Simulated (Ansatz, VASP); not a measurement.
**Two plane-wave programs on AlN**

The input INCAR:

```
SYSTEM = AlN
PREC     = Accurate       ! precision mode
ENCUT    = 520            ! plane-wave cutoff, eV
EDIFF    = 1E-6           ! SCF threshold, eV
ISMEAR   = 0              ! smearing method
SIGMA    = 0.1            ! smearing width, eV
LREAL    = .False.        ! projectors in reciprocal space
LASPH    = .True.         ! aspherical terms in the spheres
NELM     = 100            ! most SCF steps
ALGO     = Normal         ! electronic algorithm
ISIF     = 2              ! what is computed and relaxed
LWAVE    = .False.        ! write WAVECAR
LCHARG   = .True.         ! write CHGCAR
LDIPOL   = .True.       
IDIPOL   = 3            
DIPOL    = 0.5 0.5 0.338
GGA      = PS             ! functional
LELF     = .True.         ! ELF
LVHAR    = .True.       
LVACPOTAV= .True.       
NBANDS   = 26             ! bands
```

File KPOINTS:

```
regular mesh
0
Gamma
  12 12 1
  0 0 0
```

File POSCAR:

```
AlN
1.0
    3.1136926474      0.0000000000      0.0000000000
   -1.5568463237      2.6965369322      0.0000000000
    0.0000000000      0.0000000000     33.7906361247
N Al
4 4
Direct
    0.7537991017      0.2462008983      0.2255274787
    0.4211082388      0.5788917612      0.2934931942
    0.7546126510      0.2453873490      0.3650713961
    0.4214290960      0.5785709040      0.4380885086
    0.4204598536      0.5795401464      0.2348017404
    0.7543691180      0.2456308820      0.3076345497
    0.4212009309      0.5787990691      0.3810248528
    0.7547130862      0.2452869138      0.4548153548
```

Input for Ansatz:

```yaml
crystal:
  lattice:
    - [3.1136926474, 0.0, 0.0]
    - [-1.5568463237, 2.6965369322, 0.0]
    - [0.0, 0.0, 33.7906361247]
  atoms:
    - { symbol: "N", position: [0.7537991017, 0.2462008983, 0.2255274787] }
    - { symbol: Al, position: [0.4204598536, 0.5795401464, 0.2348017404] }
    - { symbol: "N", position: [0.4211082388, 0.5788917612, 0.2934931942] }
    - { symbol: Al, position: [0.754369118, 0.245630882, 0.3076345497] }
    - { symbol: "N", position: [0.754612651, 0.245387349, 0.3650713961] }
    - { symbol: Al, position: [0.4212009309, 0.5787990691, 0.3810248528] }
    - { symbol: "N", position: [0.421429096, 0.578570904, 0.4380885086] }
    - { symbol: Al, position: [0.7547130862, 0.2452869138, 0.4548153548] }
basis:
  ecutwfc: 420
kpoints:
  mp_grid: { grid: [12, 12, 1] }
hamiltonian:
  xc: pbesol
scf:
  occupations: { method: gaussian, width: 0.1 }
output:
  forces: true
  stress: true
  eigenvalues: true
efield:
  axis: 3
  dipole_correction: true
  ramp_width: 0.04
```

Alike in both runs: task single point; functional PBEsol; k mesh 12 × 12 × 1; occupations gaussian, width 0.1 eV; no spin polarisation.

|  | VASP | Ansatz |
| --- | --- | --- |
| version | VASP 6.6.1 | Ansatz 0.2.0 |
| potentials or method | VASP PAW PBE potentials, release 64 (N, Al), cutoff 520 eV | scalar-relativistic, plane waves, PAW |
| valence electrons in the cell | 32 | 32 |

```tsv
	VASP	Ansatz	Ansatz less VASP
gap on the k mesh at the Fermi level (eV)	none	none	-
rms of the force components (eV/Å)	0.451	0.455	+0.0039
work function, face that differs most (eV)	4.22	4.21	-0.003
```

VASP's potentials were made for PBE, not for PBEsol. A gap of «none» marks a metal or a gap that the smearing closes.
